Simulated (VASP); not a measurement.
# TaSi2 (P1) in VASP: further runs, part 2 of 3

VASP 6.6.1. The steps go on from the part before.

### 3 Single point, PBE

Contents of INCAR:

```
ALGO = Normal ; EDIFF = 1E-6
ENCUT = 520 ; GGA = PE
ISIF = 2 ; ISMEAR = -1
LASPH = True ; LCHARG = False
LREAL = Auto ; LUSENCCL = False
LWAVE = False ; NBANDS = 138
NELM = 100 ; PREC = Accurate
SIGMA = 0.24
```

Contents of KPOINTS:

```
k-points
0
Gamma
  2 2 2
```

Contents of POSCAR:

```
TaSi2
1.0
   -2.4291870000      4.2074760000      6.6716260000
    4.8583750000      0.0000000000      6.6716260000
    4.8583750000      8.4149520000      0.0000000000
Ta Si
12 24
Direct
   -0.0045972991      0.4776004321      0.0083711738
    0.4383109907      0.4074048813      0.0427948996
    0.3033616679      0.8355510949      0.1288911764
    0.0356944303      0.4617105501      0.4860772279
    0.4386517493      0.3833517623      0.5420331919
    0.3233296204      0.8470747158      0.5775432090
    0.4959984224      0.0139222476      0.2363410441
    0.9070898344      0.9059764256      0.2871366696
    0.8292639965      0.3493991959      0.3388838863
    0.4800086677      0.0062446084      0.7635664530
    0.8995233764      0.9359212363      0.7837093999
    0.8738304165      0.3094493417      0.8248388695
    0.3419209197      0.1595310502      0.9927657266
    0.1206051544      0.7376413960      0.0206723351
    0.1946982570     -0.0281871246      0.3688686230
    0.2076253452      0.2997322315      0.2584710338
    0.7367190535      0.0621716517      0.0296344250
    0.0129920369      0.1556774898      0.1057803201
    0.3602732840      0.1455854077      0.4862248536
    0.0813527166      0.7382825567      0.5370452971
    0.1831269393     -0.0058538128      0.8544193476
    0.1918863121      0.3184840234      0.7520236535
    0.7840026027      0.0728949512      0.5313788914
    0.0297501697      0.1658693090      0.5664473042
    0.8098434236      0.6810375101      0.2590630620
    0.5586497688      0.2445877028      0.2995375975
    0.6631737368      0.5185172033      0.6000405491
    0.6800337745      0.8143695388      0.5008910585
    0.2908899005      0.5240238852      0.2978612029
    0.5346090901      0.6637794287      0.3413026104
    0.8704731237      0.6398483482      0.7233321383
    0.5847232113      0.2501857000      0.7894627470
    0.6996409373      0.4515926601      0.1004970139
    0.6700863086      0.7980415511     -0.0207929958
    0.2796206923      0.5105614912      0.8088819340
    0.5378432599      0.6554490499      0.8319046136
```

Potentials or basis: VASP PAW PBE potentials, release 64 (Ta_pv, Si).

Command:

```sh
$ cat potpaw_PBE.64/Ta_pv/POTCAR potpaw_PBE.64/Si/POTCAR > POTCAR
$ mpirun -np 1 vasp_std > vasp.out
```

It took 1.9 min on 1 × NVIDIA H100 80GB with 1 thread of AMD EPYC 7R13 (Zen 3), shared host; peak memory 1.7 GiB.

Results (log left out):

- Free energy: -280.0264 eV
- Pressure: 3.3 GPa
- Largest force: 5.853 eV/Å
- Band gap on the k mesh: zero (bands 114 and 115 overlap by 0.29 eV)

Forces on the atoms (eV/Å):
```
Ta   0.177 -0.244  3.333
Ta  -0.041 -0.977 -0.250
Ta  -2.904 -0.944  1.325
Ta   4.538 -0.413  1.195
Ta   1.363  0.002  1.201
Ta  -1.781  5.412 -1.340
Ta  -2.376  1.749 -1.784
Ta   0.076  1.418  2.107
Ta  -1.693  0.910 -0.538
Ta  -4.292  0.365  2.232
Ta  -2.132  1.454  0.105
Ta   2.258 -0.572 -1.499
Si   0.595  0.572 -0.514
Si   0.673 -0.274 -1.490
Si   0.003 -4.384 -0.862
Si   1.997 -2.234 -1.046
Si  -0.643  0.736  1.451
Si  -0.631 -0.641 -0.509
Si   1.150  0.835 -0.748
Si  -0.165  0.181  0.787
Si   0.689 -0.935 -2.051
Si   0.172 -0.844 -1.542
Si   0.219 -0.047 -0.837
Si  -0.259  0.833 -2.707
Si  -2.626 -0.350  1.412
Si  -1.811  1.233  2.776
Si  -1.090 -0.156 -1.023
Si   0.954  0.267  0.400
Si   2.057 -1.425  1.699
Si   1.071 -1.268 -2.694
Si   1.359  0.534 -0.220
Si  -0.704  0.525  0.811
Si   1.149 -1.389 -0.935
Si   0.778  0.918  0.217
Si   1.745 -0.812  2.494
Si   0.128 -0.036 -0.957
```

Stress tensor (GPa, compression positive):
```
 4.19 -2.13 -0.06
-2.13  1.22 -1.23
-0.06 -1.23  4.36
```

Levels at points of the mesh, in eV from the Fermi level:
| k point | band 111 | band 112 | band 113 | band 114 | band 115 | band 116 | band 117 | band 118 |
| --- | --- | --- | --- | --- | --- | --- | --- | --- |
| (0.00, 0.00, 0.00) | -0.57 | -0.34 | -0.20 | -0.12 | 0.20 | 0.28 | 0.39 | 0.65 |
| (0.50, 0.00, 0.00) | -0.56 | -0.37 | -0.32 | -0.14 | 0.03 | 0.12 | 0.41 | 0.51 |
| (0.00, 0.50, 0.00) | -0.58 | -0.39 | -0.24 | -0.13 | 0.03 | 0.32 | 0.39 | 0.44 |
| (0.50, 0.50, 0.00) | -0.22 | -0.15 | -0.04 | 0.11 | 0.14 | 0.43 | 0.52 | 0.63 |
| (0.00, 0.00, 0.50) | -0.72 | -0.56 | -0.24 | -0.04 | 0.02 | 0.22 | 0.38 | 0.66 |
| (0.50, 0.00, 0.50) | -0.77 | -0.68 | -0.40 | -0.20 | -0.15 | 0.14 | 0.22 | 0.37 |
| (0.00, 0.50, 0.50) | -0.79 | -0.54 | -0.50 | -0.26 | -0.08 | 0.08 | 0.32 | 0.47 |
| (0.50, 0.50, 0.50) | -0.24 | -0.02 | 0.12 | 0.14 | 0.25 | 0.36 | 0.42 | 0.54 |

Caveat: the k points lie up to 0.44 Å⁻¹ apart; spin-orbit coupling is left out, which moves the levels of the heavy elements; forces of over 1 eV/Å act on the atoms, so gaps and moduli don't describe the material at rest.

### 4 Single point, PBE

Contents of INCAR:

```
SYSTEM = TaSi2
  ALGO = Normal
  EDIFF = 1E-6
  ENCUT = 520
  GGA = PE
  ISIF = 2
  ISMEAR = -1
  LASPH = .TRUE.
  LCHARG = .FALSE.
  LREAL = Auto
  LUSENCCL = .FALSE.
  LWAVE = .FALSE.
  NBANDS = 138
  NELM = 60
  PREC = Accurate
  SIGMA = 0.24
```

Contents of KPOINTS:

```
k-points
0
G
  2 2 2
  0 0 0
```

Contents of POSCAR:

```
TaSi2
1.0
   -2.4291870000      4.2074760000      6.6716260000
    4.8583750000      0.0000000000      6.6716260000
    4.8583750000      8.4149520000      0.0000000000
Ta Si
12 24
Direct
   -0.0020636932      0.5006527927     -0.0055516728
    0.4925856718      0.3960582660      0.0374164473
    0.3252045668      0.8109652365      0.1070130394
    0.0034106909      0.5025978893      0.5032292044
    0.4187658183      0.4065202514      0.5708354450
    0.3198307455      0.8190220619      0.5662206765
    0.4883344456     -0.0037149541      0.2444035973
    0.9226074998      0.9018203083      0.2798888320
    0.8542629524      0.3225116450      0.3326589540
    0.5104648661      0.0036676707      0.7512379544
    0.8842075948      0.9347642720      0.7827041397
    0.8893811973      0.2862992140      0.8043480174
    0.3393988295      0.1400195312      1.0011569371
    0.1112529501      0.6860789147      0.0778502221
    0.1365578887     -0.0321305722      0.3633575047
    0.1691044173      0.3081255713      0.2327520374
    0.7935740032      0.0680750161      0.0396028911
   -0.0001129179      0.1826171530      0.0476503133
    0.3040457785      0.1820276315      0.4722825138
    0.0531204147      0.7485732054      0.5465387242
    0.1679973207     -0.0312090775      0.8724773837
    0.1920639795      0.3046964804      0.7311147367
    0.8123030968      0.0473074389      0.5087912819
    0.0256416420      0.1301074962      0.5446630482
    0.8214402715      0.6595180436      0.2401926680
    0.6159098720      0.2363111608      0.2809729628
    0.6758832813      0.4659972737      0.5855573882
    0.6751260858      0.8588777687      0.4968445687
    0.2714103070      0.5269407996      0.3303224602
    0.4770253236      0.6239356715      0.3542892936
    0.7938260311      0.6569147628      0.8196595805
    0.5314234610      0.2611869161      0.7952212374
    0.6691782844      0.5380236781      0.1002677649
    0.6412601509      0.8723288902     -0.0027910670
    0.2639494106      0.6014318323      0.7825046643
    0.5273386175      0.6382542980      0.8091235010
```

Command:

```sh
$ cat potpaw_PBE.64/Ta_pv/POTCAR potpaw_PBE.64/Si/POTCAR > POTCAR
$ mpirun -np 1 vasp_std > vasp.out
```

It took 2.1 min on 1 × NVIDIA H100 80GB with 1 thread of AMD EPYC 7R13 (Zen 3), shared host; peak memory 1.7 GiB.

Results (log left out):

| Quantity | Value |
| --- | --- |
| Free energy | -276.4941 eV |
| Pressure | 5.8 GPa |
| Largest force | 4.756 eV/Å |
| Band gap on the k mesh | zero (bands 114 and 115 overlap by 0.32 eV) |

Forces in eV/Å, atoms in the order of the input:
```
Ta  -0.950  1.956  1.067
Ta   1.819 -2.227 -3.087
Ta  -0.388 -0.435  0.606
Ta  -0.864 -0.871 -3.499
Ta  -2.190 -3.936 -0.716
Ta  -0.320  2.302  2.811
Ta  -0.197  1.580  0.341
Ta  -0.548 -0.137 -0.138
Ta   1.228 -1.981 -1.201
Ta  -2.493 -0.670 -2.361
Ta  -1.767  1.250  1.628
Ta   2.926 -1.624 -1.471
Si   1.724 -0.375  0.324
Si  -0.084 -0.580  0.629
Si  -3.177 -2.045  2.805
Si  -0.638  0.583  1.572
Si   0.193 -1.076 -1.596
Si   0.048  2.238 -0.265
Si  -1.045  1.504  0.899
Si  -0.296  2.128 -0.308
Si  -1.454 -0.641  0.257
Si   1.441  0.591 -1.083
Si   3.727 -0.387 -2.284
Si   3.766  2.646  1.200
Si   0.849  0.282  0.539
Si   0.309 -0.311 -0.791
Si   0.174  0.737  1.832
Si  -0.109 -0.424 -2.322
Si  -1.251 -2.379  0.872
Si  -0.170 -0.805  3.716
Si  -1.622 -2.361  1.075
Si   0.519  3.267  2.728
Si  -0.063  0.111 -1.114
Si  -0.275  1.501 -0.113
Si   0.767  1.127 -2.656
Si   0.412 -0.537  0.106
```

Stress tensor (GPa, compression positive):
```
 2.96  0.70 -0.52
 0.70  7.27  2.14
-0.52  2.14  7.21
```

Levels at points of the mesh, in eV from the Fermi level:
| k point | band 112 | band 113 | band 114 | band 115 | band 116 | band 117 |
| --- | --- | --- | --- | --- | --- | --- |
| (0.00, 0.00, 0.00) | -0.54 | -0.22 | -0.14 | 0.11 | 0.26 | 0.64 |
| (0.50, 0.00, 0.00) | -0.35 | -0.25 | -0.11 | 0.03 | 0.12 | 0.30 |
| (0.00, 0.50, 0.00) | -0.40 | -0.28 | -0.18 | 0.01 | 0.17 | 0.38 |
| (0.50, 0.50, 0.00) | -0.11 | 0.06 | 0.18 | 0.32 | 0.45 | 0.51 |
| (0.00, 0.00, 0.50) | -0.44 | -0.28 | -0.24 | -0.10 | 0.09 | 0.42 |
| (0.50, 0.00, 0.50) | -0.62 | -0.35 | -0.16 | -0.04 | 0.06 | 0.33 |
| (0.00, 0.50, 0.50) | -0.57 | -0.40 | -0.19 | -0.12 | -0.03 | 0.33 |
| (0.50, 0.50, 0.50) | -0.07 | 0.08 | 0.20 | 0.28 | 0.36 | 0.53 |

Caveat: the k points lie up to 0.44 Å⁻¹ apart; spin-orbit coupling is left out, which moves the levels of the heavy elements; forces of over 1 eV/Å act on the atoms, so gaps and moduli don't describe the material at rest.

### 5 Single point, PBE

Contents of INCAR:

```
PREC     = Accurate       # precision mode
ENCUT    = 520            # plane-wave cutoff, eV
EDIFF    = 1E-6           # SCF threshold, eV
ISMEAR   = -1             # smearing method
SIGMA    = 0.24           # smearing width, eV
LREAL    = Auto         
LASPH    = T              # aspherical terms in the spheres
NELM     = 80             # most SCF steps
ALGO     = Normal         # electronic algorithm
ISIF     = 2              # what is computed and relaxed
LWAVE    = F              # write WAVECAR
LCHARG   = F              # write CHGCAR
GGA      = PE             # functional
NBANDS   = 138            # bands
LUSENCCL = F
```

Contents of KPOINTS:

```
regular mesh
0
Gamma
  2 2 2
```

Contents of POSCAR:

```
TaSi2
1.0
   -2.4291870000      4.2074760000      6.6716260000
    4.8583750000      0.0000000000      6.6716260000
    4.8583750000      8.4149520000      0.0000000000
Ta Si
12 24
Direct
    0.0215632273      0.5190995737      0.0226826295
    0.4224653539      0.4331731367      0.0403076765
    0.3673863791      0.8201352236      0.0471815677
    0.0303015693      0.5140634775      0.4960701944
    0.4187156897      0.4332954992      0.5353285182
    0.3306246237      0.8270391902      0.5838541718
    0.5223822487      0.0141736074      0.2369935355
    0.9292896092      0.9035919102      0.2860071302
    0.8575851721      0.3093417510      0.3314969557
    0.5129590167      0.0094773429      0.7627301081
    0.9409224609      0.9101405333      0.7950956022
    0.8498139715      0.3228237033      0.8376789446
    0.3333552616      0.1612018374      1.0029903602
    0.0904318227      0.7441623227      0.0428653991
    0.2120322250     -0.0156333262      0.3208312421
    0.1510793255      0.3450665916      0.2353949688
    0.7982029109      0.0610329036      0.0657140302
   -0.0002025218      0.1594740398      0.0976300406
    0.3393312729      0.1799274505      0.5089240929
    0.0759164307      0.7534466061      0.5452417839
    0.1712450933      0.0238497757      0.8424041373
    0.1519938856      0.3434175778      0.7861826632
    0.7916579605      0.0467283639      0.5758224326
    0.0221284077      0.1669859102      0.5797769560
    0.8426270978      0.6734950590      0.2619820896
    0.5782759773      0.2826235995      0.2739905949
    0.6643469341      0.5299346398      0.5745340222
    0.6899245274      0.8435547174      0.5223867122
    0.2682496395      0.5659997624      0.2870897041
    0.5114788862      0.6613986102      0.3088389407
    0.8427570654      0.6706371207      0.7521872820
    0.5892269262      0.2577629980      0.8006037170
    0.7046496905      0.4919401663      0.0850276198
    0.6685641490      0.8692019068      0.0025231740
    0.2639705599      0.5475857234      0.7909552193
    0.5481815237      0.6366121083      0.8058322133
```

Command:

```sh
$ cat potpaw_PBE.64/Ta_pv/POTCAR potpaw_PBE.64/Si/POTCAR > POTCAR
$ mpirun -np 1 vasp_std > vasp.out
```

Wall time 1.9 min (1 × NVIDIA H100 80GB with 1 thread of AMD EPYC 7R13 (Zen 3), shared host); peak memory 1.7 GiB.

The run converged. Its results:

| Item | Value |
| --- | --- |
| Free energy | -282.0068 eV |
| Pressure | 1.2 GPa |
| Largest force | 7.396 eV/Å |
| Band gap on the k mesh | zero (bands 114 and 115 overlap by 0.43 eV) |

Forces in eV/Å, atoms in the order of the input:
```
Ta  -3.446 -4.796 -4.452
Ta  -1.188  0.070 -0.116
Ta   1.797  2.511 -0.955
Ta  -0.038 -0.462 -4.221
Ta  -0.330  1.106 -0.262
Ta  -0.186  0.707  1.476
Ta   0.654  1.115 -1.589
Ta   1.777  3.513  1.916
Ta   2.402 -0.029 -0.569
Ta  -1.014 -1.102 -1.044
Ta   0.282  0.662  0.180
Ta   0.729 -0.404 -0.244
Si   0.529  0.357  1.073
Si   1.945  0.796  3.640
Si   1.152 -0.186 -1.088
Si  -0.845  4.111  1.252
Si  -0.581 -3.599 -0.438
Si  -0.700 -0.184  1.992
Si  -1.103 -0.115 -0.503
Si   0.251  0.735  2.196
Si  -1.223 -0.376 -0.876
Si  -1.774 -0.571  0.833
Si   0.493 -2.975  1.520
Si   0.044 -0.300  0.139
Si  -0.720 -0.755 -1.807
Si  -0.068  1.468 -0.612
Si  -1.395  0.308 -0.128
Si  -0.213 -1.446 -1.024
Si  -0.018 -0.482  1.028
Si   0.266  0.502  0.715
Si  -0.194  0.396 -0.115
Si  -0.030 -0.367  0.236
Si   0.643 -0.957 -0.315
Si  -1.138  0.561 -0.109
Si   0.959  0.244  2.571
Si   2.282 -0.054 -0.299
```

Stress tensor (GPa, compression positive):
```
-0.32  0.84  0.91
 0.84  1.39  2.11
 0.91  2.11  2.43
```

Levels at points of the mesh, in eV from the Fermi level:
```tsv
k point	band 112	band 113	band 114	band 115	band 116	band 117
(0.00, 0.00, 0.00)	-0.69	-0.45	-0.19	-0.02	0.21	0.64
(0.50, 0.00, 0.00)	-0.38	-0.26	-0.21	-0.12	0.13	0.36
(0.00, 0.50, 0.00)	-0.41	-0.30	-0.13	0.03	0.22	0.51
(0.50, 0.50, 0.00)	-0.13	0.03	0.23	0.41	0.54	0.71
(0.00, 0.00, 0.50)	-0.48	-0.40	-0.25	-0.15	0.18	0.24
(0.50, 0.00, 0.50)	-0.75	-0.38	-0.19	-0.06	-0.02	0.20
(0.00, 0.50, 0.50)	-0.75	-0.37	-0.21	0.01	0.14	0.28
(0.50, 0.50, 0.50)	0.05	0.13	0.27	0.29	0.48	0.67
```

Caveat: the k points lie up to 0.44 Å⁻¹ apart; the atoms stand as in a frame of molecular dynamics; spin-orbit coupling is left out, which moves the levels of the heavy elements; forces of over 1 eV/Å act on the atoms, so gaps and moduli don't describe the material at rest.

[end of part 2 of 3]
